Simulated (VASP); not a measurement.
Here is a VASP 6.6.1 calculation.

The input INCAR:

```
PREC     = Accurate       # precision mode
ENCUT    = 520            # plane-wave cutoff, eV
EDIFF    = 1E-7           # SCF threshold, eV
ISMEAR   = 0              # smearing method
SIGMA    = 0.02           # smearing width, eV
LREAL    = F              # projectors in reciprocal space
LASPH    = T              # aspherical terms in the spheres
NELM     = 80             # most SCF steps
ALGO     = Normal         # electronic algorithm
ISIF     = 2              # what is computed and relaxed
LWAVE    = F              # write WAVECAR
LCHARG   = F              # write CHGCAR
GGA      = PE             # functional
NBANDS   = 26             # bands
```

File KPOINTS:

```
regular mesh
0
Gamma
  12 12 4
```

Contents of POSCAR:

```
Be2ZnTe3
1.0
    4.1257545785      0.0000000000      0.0000000000
   -2.0628772892      3.5730082748      0.0000000000
    0.0000000000      0.0000000000     10.1457732966
Be Zn Te
2 1 3
Direct
    0.0000000000      0.0000000000      0.9926206098
    0.3333333333      0.6666666667      0.6739880244
    0.6666666667      0.3333333333      0.3363185249
    0.3333333333      0.6666666667      0.9160058023
    0.6666666667      0.3333333333      0.5977575874
    0.0000000000      0.0000000000      0.2333094513
```

Potentials or basis: VASP PAW PBE potentials, release 64 (Be, Zn, Te).

Launch:

```sh
$ cat potpaw_PBE.64/Be/POTCAR potpaw_PBE.64/Zn/POTCAR potpaw_PBE.64/Te/POTCAR > POTCAR
$ mpirun -np 1 vasp_std > vasp.out
```

Problem. Estimate the band gap on the k mesh.

Solution. 1.86 eV (least direct gap 2.27 eV).

Problem. Estimate the pressure.

Solution. 0.1 GPa.

Problem. Predict the largest force.

Solution. 0.007 eV/Å.

Forces in eV/Å, atoms in the order of the input:
```
Be   0.000  0.000 -0.006
Be   0.000  0.000 -0.007
Zn   0.000  0.000  0.002
Te   0.000  0.000  0.003
Te   0.000  0.000  0.000
Te   0.000  0.000  0.007
```

Caveat: spin-orbit coupling is left out, which moves the levels of the heavy elements. A k mesh can miss the band edges.
